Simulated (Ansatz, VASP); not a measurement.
# Two plane-wave programs on BeS

POSCAR

```
BeS
1.0
    0.0000000000      2.4131277662      2.4343062304
    2.4131277662      0.0000000000      2.4343062304
    2.4131277662      2.4131277662      0.0000000000
Be S
1 1
Direct
    0.0000000000      0.0000000000      0.0000000000
    0.2500000000      0.2500000000      0.2500000000
```

Contents of INCAR.step1:

```
SYSTEM = BeS
ALGO     = Normal         ! electronic algorithm
EDIFF    = 1E-4           ! SCF threshold, eV
ENCUT    = 520            ! plane-wave cutoff, eV
GGA      = PE             ! functional
ISMEAR   = 0              ! smearing method
LASPH    = .TRUE.         ! aspherical terms in the spheres
LCHARG   = .FALSE.        ! write CHGCAR
LREAL    = .FALSE.        ! projectors in reciprocal space
LWAVE    = .TRUE.         ! write WAVECAR
NBANDS   = 11             ! bands
NELM     = 80             ! most SCF steps
PREC     = Accurate       ! precision mode
SIGMA    = 0.01           ! smearing width, eV
```

File INCAR.step2:

```
SYSTEM = BeS
ALGO     = Normal         ! electronic algorithm
EDIFF    = 1E-6           ! SCF threshold, eV
ENCUT    = 520            ! plane-wave cutoff, eV
ISIF     = 2              ! what is computed and relaxed
ISMEAR   = 0              ! smearing method
ISTART   = 1            
LASPH    = .TRUE.         ! aspherical terms in the spheres
LCHARG   = .FALSE.        ! write CHGCAR
LMIXTAU  = .TRUE.       
LREAL    = .FALSE.        ! projectors in reciprocal space
LWAVE    = .FALSE.        ! write WAVECAR
METAGGA  = R2SCAN         ! meta-GGA
NBANDS   = 11             ! bands
NELM     = 80             ! most SCF steps
PREC     = Accurate       ! precision mode
SIGMA    = 0.01           ! smearing width, eV
```

Contents of KPOINTS:

```
k-points
0
G
  10 10 10
  0 0 0
```

Input for Ansatz:

```yaml
crystal:
  lattice:
    - [0.0, 2.4131277662, 2.4343062304]
    - [2.4131277662, 0.0, 2.4343062304]
    - [2.4131277662, 2.4131277662, 0.0]
  atoms:
    - { symbol: Be, position: [0.0, 0.0, 0.0] }
    - { symbol: S, position: [0.25, 0.25, 0.25] }
kpoints:
  mp_grid: { grid: [10, 10, 10] }
  band_path:
    path:
      - [0.0, 0.0, 0.0]
      - [-0.5, -0.5, 0.0]
      - [-0.375, -0.375, 0.25]
      - [-0.375, 0.0, 0.375]
      - [0.0, 0.0, 0.5]
      - [-0.5, -0.25, 0.25]
      - [-0.0375, 0.0, 0.0375]
    npoints: 1
hamiltonian:
  xc: r2scan
scf:
  occupations: { method: fixed }
  n_extra_bands: 4
output:
  forces: true
  stress: true
  eigenvalues: true
```

Change from the starting cell: biaxial_xy strain -0.9%.

Alike in both runs: task single point; functional r2SCAN; k mesh 10 × 10 × 10; no spin polarisation.

```csv
,VASP,Ansatz
version,VASP 6.6.1,Ansatz 0.2.0
potentials or method,"VASP PAW PBE potentials, release 64 (Be, S)","plane waves, PAW"
plane-wave cutoff (eV),520,500
occupations,"gaussian, width 0.01 eV",fixed
valence electrons in the cell,8,8
```

Ansatz gave:

| Item | Value |
| --- | --- |
| gap on the k mesh at the Fermi level (eV) | 3.51 |
| pressure (GPa) | 1.8 |
| traceless stress, the component that is largest in VASP (GPa) | -0.60 |

What did VASP give for the same quantities?

gap on the k mesh at the Fermi level (eV): 3.52; pressure (GPa): 2.0; traceless stress, the component that is largest in VASP (GPa): -0.60.

VASP's potentials were made for PBE, not for r2SCAN.
